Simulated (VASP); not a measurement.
# Ga2SnSe4 (I-42m) in VASP: single point with PBE

Aim: the single point of Ga2SnSe4 with PBE.

All numbers are computed with VASP 6.6.1; they aren't measurements. Logs are shortened: lines on timing, memory, paths and dates and some standing lists are left out, and cuts for length are marked.

## (1) The cell of the first run

The structure is tetragonal, space group I-42m (No. 121). The conventional cell has a = 5.585 Å, b = 5.585 Å, c = 13.491 Å, α = 90.00°, β = 90.00°, γ = 90.00°. Ga (site symmetry -4) has 4 Se at 2.47 Å within 3.3 Å. Within 3.8 Å of Sn (site symmetry -42m) lie 4 Se at 2.90 Å. Se (site symmetry m) has 2 Ga at 2.47 Å and 1 Sn at 2.90 Å within 3.3 Å.

## (2) Single point, PBE

Input file INCAR:

```
SYSTEM = Ga2SnSe4
PREC = Accurate
ENCUT = 500
EDIFF = 1E-6
ISMEAR = 0
SIGMA = 0.15
LREAL = .FALSE.
LASPH = .TRUE.
NELM = 120
ALGO = Normal
ISIF = 2
LWAVE = .FALSE.
LCHARG = .FALSE.
GGA = PE
NBANDS = 41
GGA_COMPAT = .FALSE.
```

Input file KPOINTS:

```
Automatic mesh
0
G
  3 3 3
  0 0 0
```

Input file POSCAR:

```
Ga2SnSe4
1.0
   -2.7923807228      2.7923807228      6.7453829039
    2.7923807228     -2.7923807228      6.7453829039
    2.7923807228      2.7923807228     -6.7453829039
Ga Sn Se
2 1 4
Direct
    0.2500000000      0.7500000000      0.5000000000
    0.7500000000      0.2500000000      0.5000000000
    0.0000000000      0.0000000000      0.0000000000
    0.8643032663      0.4181516066      0.0000000000
    0.4181516066      0.8643032663      0.0000000000
    0.1356967337      0.1356967337      0.5538483403
    0.5818483934      0.5818483934      0.4461516597
```

Potentials or basis: VASP PAW PBE potentials, release 64 (Ga_d, Sn_d, Se).

The run is started by

```sh
$ cat potpaw_PBE.64/Ga_d/POTCAR potpaw_PBE.64/Sn_d/POTCAR potpaw_PBE.64/Se/POTCAR > POTCAR
$ mpirun -np 1 vasp_std > vasp.out
```

OUTCAR:

```text
SYSTEM = Ga2SnSe4
   PREC = Accurate
   ENCUT = 500
   EDIFF = 1E-6
   ISMEAR = 0
   LREAL = .FALSE.
   LASPH = .TRUE.
   NELM = 120
   ISIF = 2
   GGA = PE

 ion  position               nearest neighbor table
   1  0.250  0.750  0.500-   5 2.47   6 2.47   7 2.47   4 2.47
   2  0.750  0.250  0.500-   4 2.47   6 2.47   7 2.47   5 2.47
   3  0.000  0.000  0.000-   6 2.90   4 2.90   5 2.90   7 2.90
   4  0.864  0.418  0.000-   2 2.47   1 2.47   3 2.90
   5  0.418  0.864  0.000-   1 2.47   2 2.47   3 2.90
   6  0.136  0.136  0.554-   1 2.47   2 2.47   3 2.90
   7  0.582  0.582  0.446-   1 2.47   2 2.47   3 2.90

  LATTYP: Found a body centered tetragonal cell.
 ALAT       =     5.5847614456
 C/A-ratio  =     2.4156386874

  Lattice vectors:

 A1 = (  -2.7923807228,   2.7923807228,   6.7453829039)
 A2 = (   2.7923807228,  -2.7923807228,   6.7453829039)
 A3 = (   2.7923807228,   2.7923807228,  -6.7453829039)

Analysis of symmetry for initial positions (statically):
=====================================================================
 Subroutine PRICEL returns:
 Original cell was already a primitive cell.

 Routine SETGRP: Setting up the symmetry group for a
 body centered tetragonal supercell.

 Subroutine GETGRP returns: Found  8 space group operations
 (whereof  8 operations were pure point group operations)
 out of a pool of 16 trial point group operations.

The static configuration has the point symmetry D_2d.

Analysis of symmetry for dynamics (positions and initial velocities):
=====================================================================
 Subroutine PRICEL returns:
 Original cell was already a primitive cell.

 Routine SETGRP: Setting up the symmetry group for a
 body centered tetragonal supercell.

 Subroutine GETGRP returns: Found  8 space group operations
 (whereof  8 operations were pure point group operations)
 out of a pool of 16 trial point group operations.

The dynamic configuration has the point symmetry D_2d.

 Subroutine INISYM returns: Found  8 space group operations
 (whereof  8 operations are pure point group operations),
 and found     1 'primitive' translations

----------------------------------------------------------------------------------------

                                     Primitive cell

  volume of cell :     210.3855

  direct lattice vectors                    reciprocal lattice vectors
    -2.792380723  2.792380723  6.745382904     0.000000000  0.179058678  0.074124776
     2.792380723 -2.792380723  6.745382904     0.179058678  0.000000000  0.074124776
     2.792380723  2.792380723 -6.745382904     0.179058678  0.179058678  0.000000000

  length of vectors
     7.816327189  7.816327189  7.816327189     0.193794976  0.193794976  0.253227211

  position of ions in fractional coordinates (direct lattice)
     0.250000000  0.750000000  0.500000000
     0.750000000  0.250000000  0.500000000
     0.000000000  0.000000000  0.000000000
     0.864303266  0.418151607  0.000000000
     0.418151607  0.864303266  0.000000000
     0.135696734  0.135696734  0.553848340
     0.581848393  0.581848393  0.446151660

  ion indices of the primitive-cell ions
   primitive index   ion index
                 1           1
                 2           2
                 3           3
                 4           4
                 5           5
                 6           6
                 7           7

----------------------------------------------------------------------------------------

 KPOINTS: Automatic mesh

Automatic generation of k-mesh.
 Grid dimensions read from file:
 generate k-points for:    3    3    3

 Generating k-lattice:

  Cartesian coordinates                     Fractional coordinates (reciprocal lattice)
     0.000000000  0.059686226  0.024708259     0.333333333 -0.000000000  0.000000000
     0.059686226  0.000000000  0.024708259    -0.000000000  0.333333333  0.000000000
     0.059686226  0.059686226  0.000000000     0.000000000  0.000000000  0.333333333

  Length of vectors
     0.064598325  0.064598325  0.084409070

  Shift w.r.t. Gamma in fractional coordinates (k-lattice)
     0.000000000  0.000000000  0.000000000

 Subroutine IBZKPT returns following result:
 ===========================================

 Found      6 irreducible k-points:

 Following reciprocal coordinates:
            Coordinates               Weight
  0.000000  0.000000  0.000000      1.000000
  0.333333  0.000000  0.000000      8.000000
  0.333333  0.333333  0.000000      8.000000
 -0.333333  0.333333  0.000000      4.000000
 -0.333333  0.333333  0.333333      4.000000
 -0.333333 -0.333333  0.333333      2.000000
   k-points           NKPTS =      6   k-points in BZ     NKDIM =      6   number of bands    NBANDS=     41
   number of dos      NEDOS =    301   number of ions     NIONS =      7
   total plane-waves  NPLWV = 216000
   dimension x,y,z NGX =    60 NGY =   60 NGZ =   60
   dimension x,y,z NGXF=   120 NGYF=  120 NGZF=  120
   ions per type =               2   1   4
   NGX,Y,Z   is equivalent  to a cutoff of  12.76, 12.76, 12.76 a.u.
   NGXF,Y,Z  is equivalent  to a cutoff of  25.52, 25.52, 25.52 a.u.
 SYSTEM =  Ga2SnSe4
   PREC   = accura    normal or accurate (medium, high low for compatibility)
   ISTART =      0    job   : 0-new  1-cont  2-samecut
   ICHARG =      2    charge: 1-file 2-atom 10-const
   ISPIN  =      1    spin polarized calculation?
   LNONCOLLINEAR =      F non collinear calculations
   LSORBIT =      F    spin-orbit coupling
   LASPH  =      T    aspherical Exc in radial PAW
   ENCUT  =  500.0 eV  36.75 Ry    6.06 a.u.  14.25 14.25 14.25*2*pi/ulx,y,z
   NELM   =    120;   NELMIN=  2; NELMDL= -5     # of ELM steps
   EDIFF  = 0.1E-05   stopping-criterion for ELM
   LREAL  =      F    real-space projection
   EDIFFG = 0.1E-04   stopping-criterion for IOM
   NSW    =      0    number of steps for IOM
   IBRION =     -1    ionic relax: 0-MD 1-quasi-New 2-CG
   NFREE  =      0    steps in history (QN), initial steepest desc. (CG)
   ISIF   =      2    stress and relaxation
   ISYM   =      2    0-nonsym 1-usesym 2-fastsym
   POTIM  = 0.5000    time-step for ionic-motion
   TEBEG  =    0.0;   TEEND  =   0.0 temperature during run
   PSTRESS=    0.0 pullay stress
   NELECT =      64.0000    total number of electrons
   NUPDOWN=      -1.0000    fix difference up-down
   EMIN   =  10.00;   EMAX   =-10.00  energy-range for DOS
   EFERMI =   0.00;   METHOD = LEGACY
   ISMEAR =     0;   SIGMA  =   0.15  broadening in eV -4-tet -1-fermi 0-gaus
   EFERMI_NEDOS =   21; number of points for ismear=-14 and -15
   IALGO  =     38    algorithm
   IMIX   =      4    mixing-type and parameters
     AMIX     =   0.40;   BMIX     =  1.00
     AMIX_MAG =   1.60;   BMIX_MAG =  1.00
  volume/ion in A,a.u.               =      30.06       202.82
  Fermi-wavevector in a.u.,A,eV,Ry     =   1.101023  2.080631 16.493671  1.212251
  Thomas-Fermi vector in A             =   2.237443
   LORBIT       =      0    0 simple, 1 ext, 2 COOP (PROOUT), +10 PAW based schemes
   GGA     = PE    functional components
   LHFCALC =     F    Hartree Fock is set to
   AEXX    =    0.0000 exact exchange contribution
   IVDW    =     0    specifies the selected vdW correction
   LEPSILON=     F    determine dielectric tensor
   LRPA    =     F    only Hartree local field effects (RPA)
 non-spin polarized calculation
 Gauss-broadening in eV      SIGMA  =   0.15
  energy-cutoff  :      500.00
  volume of cell :      210.39
 maximum number of plane-waves:      5377
 NGX is ok and might be reduce to    60
   NGX = 29   NGY = 29   NGZ = 29

 number of electron      64.0000011 magnetization

 Free energy of the ion-electron system (eV)
  ---------------------------------------------------
  ext. energy  EPLUGINS =         0.00000000
  ---------------------------------------------------
  free energy    TOTEN  =       -26.78286268 eV

  energy without entropy =      -26.78285912  energy(sigma->0) =      -26.78286090

 E-fermi :   3.1330     XC(G=0):  -8.4426

 val. band max:        2.6693399246   @ k =   0.3333   0.0000   0.0000
 cond. band min:       3.5970063952   @ k =   0.3333   0.3333   0.0000
 fundamental gap:      0.9276664706
 Fermi energy:         3.1329668610

 k-point     1 :       0.0000    0.0000    0.0000
  band No.  band energies     occupation
      1     -18.8774      2.00000
      2     -18.8725      2.00000
      3     -18.8314      2.00000
      4     -18.8314      2.00000
      5     -18.8007      2.00000
      6     -12.6487      2.00000
[... 33 lines left out ...]
     40       6.2666      0.00000
     41       8.0043      0.00000

 k-point     2 :       0.3333    0.0000    0.0000
  band No.  band energies     occupation
      1     -18.8775      2.00000
      2     -18.8723      2.00000
      3     -18.8315      2.00000
      4     -18.8313      2.00000
      5     -18.8006      2.00000
      6     -12.6460      2.00000
[... 33 lines left out ...]
     40       6.9477      0.00000
     41       7.7327      0.00000

 k-point     3 :       0.3333    0.3333    0.0000
  band No.  band energies     occupation
      1     -18.8776      2.00000
      2     -18.8721      2.00000
      3     -18.8315      2.00000
      4     -18.8315      2.00000
      5     -18.8005      2.00000
      6     -12.6563      2.00000
[... 33 lines left out ...]
     40       7.6608      0.00000
     41       7.7990      0.00000

 k-point     4 :      -0.3333    0.3333    0.0000
  band No.  band energies     occupation
      1     -18.8776      2.00000
      2     -18.8721      2.00000
      3     -18.8315      2.00000
      4     -18.8315      2.00000
      5     -18.8005      2.00000
      6     -12.6568      2.00000
[... 33 lines left out ...]
     40       7.2370      0.00000
     41       7.7753      0.00000

 k-point     5 :      -0.3333    0.3333    0.3333
  band No.  band energies     occupation
      1     -18.8775      2.00000
      2     -18.8723      2.00000
      3     -18.8315      2.00000
      4     -18.8313      2.00000
      5     -18.8006      2.00000
      6     -12.6477      2.00000
[... 33 lines left out ...]
     40       7.3673      0.00000
     41       7.8146      0.00000

 k-point     6 :      -0.3333   -0.3333    0.3333
  band No.  band energies     occupation
      1     -18.8774      2.00000
      2     -18.8725      2.00000
      3     -18.8313      2.00000
      4     -18.8313      2.00000
      5     -18.8006      2.00000
      6     -12.6512      2.00000
[... 33 lines left out ...]
     40       7.4638      0.00000
     41       8.4374      0.00000

------------------------ aborting loop because EDIFF is reached ----------------------------------------

  FORCE on cell =-STRESS in cart. coord.  units (eV):
  Direction    XX          YY          ZZ          XY          YZ          ZX
  --------------------------------------------------------------------------------------
  -------------------------------------------------------------------------------------
  Total        0.3555625      0.3555625      0.9867630      0.0000000      0.0000000      0.0000000
  in kB        2.7077633      2.7077633      7.5146295      0.0000000      0.0000000      0.0000000
  external PRESSURE =       4.3100520 kB  Pullay stress =       0.0000000 kB

 VOLUME and BASIS-vectors are now :
 -----------------------------------------------------------------------------
  energy-cutoff  :      500.00
  volume of cell :      210.39
      direct lattice vectors                 reciprocal lattice vectors
    -2.792380723  2.792380723  6.745382904     0.000000000  0.179058678  0.074124776
     2.792380723 -2.792380723  6.745382904     0.179058678  0.000000000  0.074124776
     2.792380723  2.792380723 -6.745382904     0.179058678  0.179058678  0.000000000

 POSITION                                       TOTAL-FORCE (eV/Angst)
 -----------------------------------------------------------------------------------
      2.79238      0.00000      3.37269         0.000000     -0.000000     -0.000000
      0.00000      2.79238      3.37269         0.000000     -0.000000     -0.000000
      0.00000      0.00000      0.00000         0.000000     -0.000000     -0.000000
     -1.24583      1.24583      8.65065         0.055346     -0.055346      0.016865
      1.24583     -1.24583      8.65065        -0.055346      0.055346      0.016865
      1.54656      1.54656     -1.90527         0.055346      0.055346     -0.016865
      1.24583      1.24583      4.84012        -0.055346     -0.055346     -0.016865
 -----------------------------------------------------------------------------------
    total drift:                                0.000002      0.000002      0.000003

  FREE ENERGIE OF THE ION-ELECTRON SYSTEM (eV)
  ---------------------------------------------------
  free  energy   TOTEN  =       -26.7828626826 eV

  energy  without entropy=      -26.7828591169  energy(sigma->0) =      -26.78286090
```

Run time: 6.5 min. Hardware: 1 thread of Intel Xeon 8259CL, shared host; peak memory 0.5 GiB.

Results:

```yaml
Free_energy: -26.7829 eV
Pressure: 0.4 GPa
Largest_force: 0.080 eV/Å
Band_gap_on_the_k_mesh: 0.93 eV (least direct gap 1.16 eV)
```

Forces on the atoms (eV/Å):
```
Ga   0.000  0.000  0.000
Ga   0.000  0.000  0.000
Sn   0.000  0.000  0.000
Se   0.055 -0.055  0.017
Se  -0.055  0.055  0.017
Se   0.055  0.055 -0.017
Se  -0.055 -0.055 -0.017
```

Levels at points of the mesh, in eV from the valence-band top:
```
           k point  band 28  band 29  band 30  band 31  band 32  band 33  band 34  band 35  band 36  band 37
(0.00, 0.00, 0.00)    -2.74    -1.63    -0.97    -0.85    -0.85     1.00     1.81     2.29     2.29     2.53
```

Caveat: spin-orbit coupling is left out, which moves the levels of the heavy elements; an odd mesh through Γ misses points on the zone boundary, where band edges can lie.
